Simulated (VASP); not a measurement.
# Ni (Fm-3m) in VASP: further runs

Ni is run at these levels: PBE; tasks: electric field gradients.

All numbers are computed with VASP 6.6.1; they aren't measurements. Logs are shortened: lines on timing, memory, paths and dates and some standing lists are left out, and cuts for length are marked.

### Step 1. The cell of the first run

Symmetry: Fm-3m, No. 225, cubic system. Conventional cell: a = 3.476 Å, b = 3.476 Å, c = 3.476 Å, α = 90.00°, β = 90.00°, γ = 90.00°. Ni (site symmetry m-3m) has 12 Ni at 2.46 Å within 3.2 Å.

### Step 2. Electric field gradients, PBE, collinear spin, ferromagnetic start (volume scaled by 0.95)

INCAR

```
PREC = Accurate ; ENCUT = 520
EDIFF = 1E-8 ; ISMEAR = -1
SIGMA = 0.05 ; LREAL = False
LASPH = True ; NELM = 150
ALGO = Normal ; ISIF = 2
LWAVE = False ; LCHARG = False
ISPIN = 2 ; MAGMOM = 1.5
LORBIT = 11 ; LMAXMIX = 4
GGA = PE ; LEFG = True
NBANDS = 15
```

KPOINTS

```
Automatic mesh
0
Gamma
  20 20 20
```

POSCAR

```
Ni
1.0
    0.0000000000      1.7379789558      1.7379789558
    1.7379789558      0.0000000000      1.7379789558
    1.7379789558      1.7379789558      0.0000000000
Ni
1
Direct
    0.0000000000      0.0000000000      0.0000000000
```

Potentials or basis: VASP PAW PBE potentials, release 64 (Ni).

Launch:

```console
> cat potpaw_PBE.64/Ni/POTCAR > POTCAR
> mpirun -np 1 vasp_std > vasp.out
```

OUTCAR:

```text
PREC = Accurate
   ENCUT = 520
   EDIFF = 1E-8
   ISMEAR = -1
   LREAL = False
   LASPH = True
   NELM = 150
   ISIF = 2
   ISPIN = 2
   LORBIT = 11
   GGA = PE

 ion  position               nearest neighbor table
   1  0.000  0.000  0.000-

  LATTYP: Found a face centered cubic cell.
 ALAT       =     3.4759579116

  Lattice vectors:

 A1 = (   0.0000000000,   1.7379789558,   1.7379789558)
 A2 = (   1.7379789558,   0.0000000000,   1.7379789558)
 A3 = (   1.7379789558,   1.7379789558,   0.0000000000)

Analysis of symmetry for initial positions (statically):
=====================================================================
 Subroutine PRICEL returns:
 Original cell was already a primitive cell.

 Routine SETGRP: Setting up the symmetry group for a
 face centered cubic supercell.

 Subroutine GETGRP returns: Found 48 space group operations
 (whereof 48 operations were pure point group operations)
 out of a pool of 48 trial point group operations.

The static configuration has the point symmetry O_h .

Analysis of symmetry for dynamics (positions and initial velocities):
=====================================================================
 Subroutine PRICEL returns:
 Original cell was already a primitive cell.

 Routine SETGRP: Setting up the symmetry group for a
 face centered cubic supercell.

 Subroutine GETGRP returns: Found 48 space group operations
 (whereof 48 operations were pure point group operations)
 out of a pool of 48 trial point group operations.

The dynamic configuration has the point symmetry O_h .

Analysis of structural, dynamic, and magnetic symmetry:
=====================================================================
 Subroutine PRICEL returns:
 Original cell was already a primitive cell.

 Routine SETGRP: Setting up the symmetry group for a
 face centered cubic supercell.

 Subroutine GETGRP returns: Found 48 space group operations
 (whereof 48 operations were pure point group operations)
 out of a pool of 48 trial point group operations.

The overall configuration has the point symmetry O_h .

 Subroutine INISYM returns: Found 48 space group operations
 (whereof 48 operations are pure point group operations),
 and found     1 'primitive' translations

----------------------------------------------------------------------------------------

                                     Primitive cell

  volume of cell :      10.4994

  direct lattice vectors                    reciprocal lattice vectors
     0.000000000  1.737978956  1.737978956    -0.287690480  0.287690480  0.287690480
     1.737978956  0.000000000  1.737978956     0.287690480 -0.287690480  0.287690480
     1.737978956  1.737978956  0.000000000     0.287690480  0.287690480 -0.287690480

  length of vectors
     2.457873410  2.457873410  2.457873410     0.498294528  0.498294528  0.498294528

  position of ions in fractional coordinates (direct lattice)
     0.000000000  0.000000000  0.000000000

  ion indices of the primitive-cell ions
   primitive index   ion index
                 1           1

----------------------------------------------------------------------------------------

 KPOINTS: Automatic mesh

Automatic generation of k-mesh.
 Grid dimensions read from file:
 generate k-points for:   20   20   20

 Generating k-lattice:

  Cartesian coordinates                     Fractional coordinates (reciprocal lattice)
    -0.014384524  0.014384524  0.014384524     0.050000000  0.000000000  0.000000000
     0.014384524 -0.014384524  0.014384524     0.000000000  0.050000000  0.000000000
     0.014384524  0.014384524 -0.014384524     0.000000000  0.000000000  0.050000000

  Length of vectors
     0.024914726  0.024914726  0.024914726

  Shift w.r.t. Gamma in fractional coordinates (k-lattice)
     0.000000000  0.000000000  0.000000000

 Subroutine IBZKPT returns following result:
 ===========================================

 Found    256 irreducible k-points:

 Following reciprocal coordinates:
            Coordinates               Weight
  0.000000  0.000000  0.000000      1.000000
  0.050000  0.000000  0.000000      8.000000
  0.100000  0.000000  0.000000      8.000000
  0.150000  0.000000  0.000000      8.000000
  0.200000  0.000000  0.000000      8.000000
  0.250000  0.000000  0.000000      8.000000
[... 16 lines left out ...]
 -0.400000  0.050000  0.000000     24.000000
 -0.350000  0.050000  0.000000     24.000000
 [... further k-points ...]
   k-points           NKPTS =    256   k-points in BZ     NKDIM =    256   number of bands    NBANDS=     15
   number of dos      NEDOS =    301   number of ions     NIONS =      1
   total plane-waves  NPLWV =   5832
   dimension x,y,z NGX =    18 NGY =   18 NGZ =   18
   dimension x,y,z NGXF=    36 NGYF=   36 NGZF=   36
   ions per type =               1
   NGX,Y,Z   is equivalent  to a cutoff of  12.17, 12.17, 12.17 a.u.
   NGXF,Y,Z  is equivalent  to a cutoff of  24.35, 24.35, 24.35 a.u.
 SYSTEM =  unknown system
   PREC   = accura    normal or accurate (medium, high low for compatibility)
   ISTART =      0    job   : 0-new  1-cont  2-samecut
   ICHARG =      2    charge: 1-file 2-atom 10-const
   ISPIN  =      2    spin polarized calculation?
   LNONCOLLINEAR =      F non collinear calculations
   LSORBIT =      F    spin-orbit coupling
   LASPH  =      T    aspherical Exc in radial PAW
   ENCUT  =  520.0 eV  38.22 Ry    6.18 a.u.   4.57  4.57  4.57*2*pi/ulx,y,z
   NELM   =    150;   NELMIN=  2; NELMDL= -5     # of ELM steps
   EDIFF  = 0.1E-07   stopping-criterion for ELM
   LREAL  =      F    real-space projection
   EDIFFG = 0.1E-06   stopping-criterion for IOM
   NSW    =      0    number of steps for IOM
   IBRION =     -1    ionic relax: 0-MD 1-quasi-New 2-CG
   NFREE  =      0    steps in history (QN), initial steepest desc. (CG)
   ISIF   =      2    stress and relaxation
   ISYM   =      2    0-nonsym 1-usesym 2-fastsym
   POTIM  = 0.5000    time-step for ionic-motion
   TEBEG  =    0.0;   TEEND  =   0.0 temperature during run
   PSTRESS=    0.0 pullay stress
   NELECT =      10.0000    total number of electrons
   NUPDOWN=      -1.0000    fix difference up-down
   EMIN   =  10.00;   EMAX   =-10.00  energy-range for DOS
   EFERMI =   0.00;   METHOD = LEGACY
   ISMEAR =    -1;   SIGMA  =   0.05  broadening in eV -4-tet -1-fermi 0-gaus
   EFERMI_NEDOS =   21; number of points for ismear=-14 and -15
   IALGO  =     38    algorithm
   IMIX   =      4    mixing-type and parameters
     AMIX     =   0.40;   BMIX     =  1.00
     AMIX_MAG =   1.60;   BMIX_MAG =  1.00
  volume/ion in A,a.u.               =      10.50        70.85
  Fermi-wavevector in a.u.,A,eV,Ry     =   1.610721  3.043821 35.299256  2.594422
  Thomas-Fermi vector in A             =   2.706226
   LORBIT       =     11    0 simple, 1 ext, 2 COOP (PROOUT), +10 PAW based schemes
   GGA     = PE    functional components
   LHFCALC =     F    Hartree Fock is set to
   AEXX    =    0.0000 exact exchange contribution
   IVDW    =     0    specifies the selected vdW correction
   LEPSILON=     F    determine dielectric tensor
   LRPA    =     F    only Hartree local field effects (RPA)
 spin polarized calculation
  energy-cutoff  :      520.00
  volume of cell :       10.50
 maximum number of plane-waves:       296
   NGX =  9   NGY =  9   NGZ =  9

 number of electron      10.0000000 magnetization       1.5000000

 number of electron       9.9999999 magnetization       0.6217853

 Free energy of the ion-electron system (eV)
  ---------------------------------------------------
  ext. energy  EPLUGINS =         0.00000000
  ---------------------------------------------------
  free energy    TOTEN  =        -5.46871936 eV

  energy without entropy =       -5.45513906  energy(sigma->0) =       -5.46192921

 E-fermi :   9.8877     XC(G=0): -13.4671

 val. band max:        9.8868737757   @ k =   0.3500   0.2500   0.0500
 cond. band min:       9.8886585895   @ k =   0.4000   0.0000   0.0000
 fundamental gap:      0.0017848138
 Fermi energy:         9.8876640866

 spin component 1

 k-point     1 :       0.0000    0.0000    0.0000
  band No.  band energies     occupation
      1       0.6286      1.00000
      2       7.3650      1.00000
      3       7.3650      1.00000
      4       7.3650      1.00000
      5       8.5993      1.00000
      6       8.5993      1.00000
      7      33.9157      0.00000
      8      38.0563      0.00000
      9      38.0563      0.00000
     10      38.0563      0.00000
     11      41.1196      0.00000
     12      41.1196      0.00000
     13      41.1196      0.00000
     14      43.9920      0.00000
     15      50.7086      0.00000
[... 397 lines left out ...]
 k-point    24 :      -0.3500    0.0500    0.0000
  band No.  band energies     occupation
      1       4.5199      1.00000
      2       7.4508      1.00000
      3       7.5084      1.00000
      4       7.6269      1.00000
      5       8.9527      1.00000
      6       9.3187      0.99999
      7      19.3208      0.00000
      8      31.9678      0.00000
      9      34.4458      0.00000
     10      36.4772      0.00000
     11      38.3853      0.00000
     12      40.2691      0.00000
     13      44.6574      0.00000
     14      51.4796      0.00000
     15      52.9143      0.00000

 [... further k-points ...]

 spin component 2

 k-point     1 :       0.0000    0.0000    0.0000
  band No.  band energies     occupation
      1       0.5970      1.00000
      2       8.1112      1.00000
      3       8.1112      1.00000
      4       8.1112      1.00000
      5       9.1838      1.00000
      6       9.1838      1.00000
      7      33.7602      0.00000
      8      38.0355      0.00000
      9      38.0355      0.00000
     10      38.0355      0.00000
     11      41.2249      0.00000
     12      41.2249      0.00000
     13      41.2249      0.00000
     14      43.8733      0.00000
     15      50.9192      0.00000
[... 397 lines left out ...]
 k-point    24 :      -0.3500    0.0500    0.0000
  band No.  band energies     occupation
      1       4.7384      1.00000
      2       7.9774      1.00000
      3       8.0914      1.00000
      4       8.1351      1.00000
      5       9.6781      0.98509
      6      10.0083      0.08216
      7      19.5703      0.00000
      8      31.9294      0.00000
      9      34.4595      0.00000
     10      36.5825      0.00000
     11      38.4192      0.00000
     12      40.2927      0.00000
     13      44.7248      0.00000
     14      51.5589      0.00000
     15      53.2427      0.00000

 [... further k-points ...]
[... 5 lines left out ...]
  --------------------------------------------------------------------------------------
  -------------------------------------------------------------------------------------
  Total        0.5137359      0.5137359      0.5137359      0.0000000      0.0000000     -0.0000000
  in kB       78.3947413     78.3947413     78.3947413      0.0000000      0.0000000     -0.0000000
  external PRESSURE =      78.3947413 kB  Pullay stress =       0.0000000 kB

 VOLUME and BASIS-vectors are now :
 -----------------------------------------------------------------------------
  energy-cutoff  :      520.00
  volume of cell :       10.50
      direct lattice vectors                 reciprocal lattice vectors
     0.000000000  1.737978956  1.737978956    -0.287690480  0.287690480  0.287690480
     1.737978956  0.000000000  1.737978956     0.287690480 -0.287690480  0.287690480
     1.737978956  1.737978956  0.000000000     0.287690480  0.287690480 -0.287690480

 POSITION                                       TOTAL-FORCE (eV/Angst)
 -----------------------------------------------------------------------------------
      0.00000      0.00000      0.00000         0.000000     -0.000000     -0.000000
 -----------------------------------------------------------------------------------
    total drift:                                0.000000     -0.000000     -0.000000

  FREE ENERGIE OF THE ION-ELECTRON SYSTEM (eV)
  ---------------------------------------------------
  free  energy   TOTEN  =        -5.4687193646 eV

  energy  without entropy=       -5.4551390577  energy(sigma->0) =       -5.46192921

 Electric field gradients (V/A^2)
---------------------------------------------------------------------
 ion       V_xx      V_yy      V_zz      V_xy      V_xz      V_yz
---------------------------------------------------------------------
   1      -0.000    -0.000    -0.000    -0.000    -0.000    -0.000
---------------------------------------------------------------------

 Electric field gradients after diagonalization (V/A^2)
 (convention: |V_zz| > |V_xx| > |V_yy|)
----------------------------------------------------------------------
 ion       V_xx      V_yy      V_zz     asymmetry (V_yy - V_xx)/ V_zz
----------------------------------------------------------------------
   1       0.000     0.000    -0.000       0.000
----------------------------------------------------------------------

           NMR quadrupolar parameters

 Cq : quadrupolar parameter    Cq=e*Q*V_zz/h
 eta: asymmetry parameters     (V_yy - V_xx)/ V_zz
 Q  : nuclear electric quadrupole moment in mb (millibarn)
----------------------------------------------------------------------
 ion       Cq(MHz)       eta       Q (mb)
----------------------------------------------------------------------
   1      -0.000       0.000       1.000
----------------------------------------------------------------------

 total charge

# of ion       s       p       d       tot
------------------------------------------
    1        0.513   0.531   8.331   9.375

 magnetization (x)

# of ion       s       p       d       tot
------------------------------------------
    1       -0.006  -0.025   0.662   0.630
```

Run time: 37 s. Hardware: 1 thread of Intel Xeon 6975P-C (Granite Rapids), shared host; peak memory 0.17 GiB.

What came out:

```yaml
Free_energy: -5.4687 eV
Pressure: 7.8 GPa
Net_moment: 0.62 μB per cell
Site_moments: Ni +0.63 μB
Valence_electrons_inside_the_program's_atomic_spheres: Ni 9.38
```

Caveat: without QUAD_EFG the Cq values of the log hold for a quadrupole moment of 1 mb, not for the nuclei.

### Step 3. Electric field gradients, PBE, collinear spin, ferromagnetic start (volume scaled by 0.95)

INCAR

```
SYSTEM = Ni
PREC     = Accurate       ! precision mode
ENCUT    = 520            ! plane-wave cutoff, eV
EDIFF    = 1E-8           ! SCF threshold, eV
ISMEAR   = -1             ! smearing method
SIGMA    = 0.05           ! smearing width, eV
LREAL    = .FALSE.        ! projectors in reciprocal space
LASPH    = .TRUE.         ! aspherical terms in the spheres
NELM     = 150            ! most SCF steps
ALGO     = Normal         ! electronic algorithm
ISIF     = 2              ! what is computed and relaxed
LWAVE    = .FALSE.        ! write WAVECAR
LCHARG   = .FALSE.        ! write CHGCAR
ISPIN    = 2              ! spin polarisation
MAGMOM   = 1.5            ! initial moments
LORBIT   = 11             ! projections on sites
LMAXMIX  = 4              ! l up to which the mixer works
GGA      = PE             ! functional
LEFG     = .TRUE.       
NBANDS   = 15             ! bands
```

KPOINTS

```
Automatic mesh
0
G
  20 20 20
  0 0 0
```

POSCAR is that of step 2.

Potentials or basis: VASP PAW PBE potentials, release 64 (Ni).

Launch:

```console
> cat potpaw_PBE.64/Ni/POTCAR > POTCAR
> mpirun -np 1 vasp_std > vasp.out
```

OUTCAR:

```text
SYSTEM = Ni
   PREC = Accurate
   ENCUT = 520
   EDIFF = 1E-8
   ISMEAR = -1
   LREAL = .FALSE.
   LASPH = .TRUE.
   NELM = 150
   ISIF = 2
   ISPIN = 2
   LORBIT = 11
   GGA = PE

 ion  position               nearest neighbor table
   1  0.000  0.000  0.000-

  LATTYP: Found a face centered cubic cell.
 ALAT       =     3.4759579116

  Lattice vectors:

 A1 = (   0.0000000000,   1.7379789558,   1.7379789558)
 A2 = (   1.7379789558,   0.0000000000,   1.7379789558)
 A3 = (   1.7379789558,   1.7379789558,   0.0000000000)

Analysis of symmetry for initial positions (statically):
=====================================================================
[... 1097 lines left out ...]
 ion       V_xx      V_yy      V_zz      V_xy      V_xz      V_yz
---------------------------------------------------------------------
   1      -0.000    -0.000    -0.000    -0.000    -0.000    -0.000
---------------------------------------------------------------------

 Electric field gradients after diagonalization (V/A^2)
 (convention: |V_zz| > |V_xx| > |V_yy|)
----------------------------------------------------------------------
 ion       V_xx      V_yy      V_zz     asymmetry (V_yy - V_xx)/ V_zz
----------------------------------------------------------------------
   1       0.000     0.000    -0.000       0.000
----------------------------------------------------------------------

           NMR quadrupolar parameters

 Cq : quadrupolar parameter    Cq=e*Q*V_zz/h
 eta: asymmetry parameters     (V_yy - V_xx)/ V_zz
 Q  : nuclear electric quadrupole moment in mb (millibarn)
----------------------------------------------------------------------
 ion       Cq(MHz)       eta       Q (mb)
----------------------------------------------------------------------
   1      -0.000       0.000       1.000
----------------------------------------------------------------------

 total charge

# of ion       s       p       d       tot
------------------------------------------
    1        0.513   0.531   8.331   9.375

 magnetization (x)

# of ion       s       p       d       tot
------------------------------------------
    1       -0.006  -0.025   0.662   0.630
```

OSZICAR:

```text
N       E                     dE             d eps       ncg     rms          rms(c)
DAV:   1     0.332993381753E+02    0.33299E+02   -0.42357E+03 16271   0.866E+02
DAV:   2    -0.499096291434E+01   -0.38290E+02   -0.35348E+02 17495   0.164E+02
DAV:   3    -0.642452796247E+01   -0.14336E+01   -0.14253E+01 18713   0.312E+01
DAV:   4    -0.643259060593E+01   -0.80626E-02   -0.80616E-02 18993   0.223E+00
DAV:   5    -0.643267760469E+01   -0.86999E-04   -0.86997E-04 19187   0.206E-01    0.107E+01
DAV:   6    -0.578207927360E+01    0.65060E+00   -0.12405E+01 22256   0.401E+01    0.576E+00
DAV:   7    -0.548644941526E+01    0.29563E+00   -0.21520E+00 20270   0.147E+01    0.197E+00
DAV:   8    -0.547210755778E+01    0.14342E-01   -0.20847E-02 19476   0.944E-01    0.986E-01
DAV:   9    -0.546931886122E+01    0.27887E-02   -0.19612E-03 25286   0.266E-01    0.300E-01
DAV:  10    -0.546872016763E+01    0.59869E-03   -0.74955E-04 24350   0.154E-01    0.362E-02
DAV:  11    -0.546871815967E+01    0.20080E-05   -0.18183E-05 23097   0.261E-02    0.261E-02
DAV:  12    -0.546871927211E+01   -0.11124E-05   -0.14976E-06 22644   0.724E-03    0.587E-03
DAV:  13    -0.546871918974E+01    0.82373E-07   -0.97852E-08 20491   0.378E-03    0.329E-03
DAV:  14    -0.546871941125E+01   -0.22152E-06   -0.28451E-08 17550   0.121E-03    0.446E-04
DAV:  15    -0.546871936004E+01    0.51214E-07   -0.53133E-09 14834   0.503E-04    0.271E-04
DAV:  16    -0.546871936458E+01   -0.45384E-08   -0.29248E-10  9990   0.184E-04
   1 F= -.54687194E+01 E0= -.54619292E+01  d E =-.135803E-01  mag=     0.6218
```

Wall time 37 s (1 thread of Intel Xeon 6975P-C (Granite Rapids), shared host); peak memory 0.16 GiB.

What came out:

```yaml
Free_energy: -5.4687 eV
Pressure: 7.8 GPa
Net_moment: 0.62 μB per cell
Site_moments: Ni +0.63 μB
Valence_electrons_inside_the_program's_atomic_spheres: Ni 9.38
```

Caveat: without QUAD_EFG the Cq values of the log hold for a quadrupole moment of 1 mb, not for the nuclei.

[end of part 1 of 2]
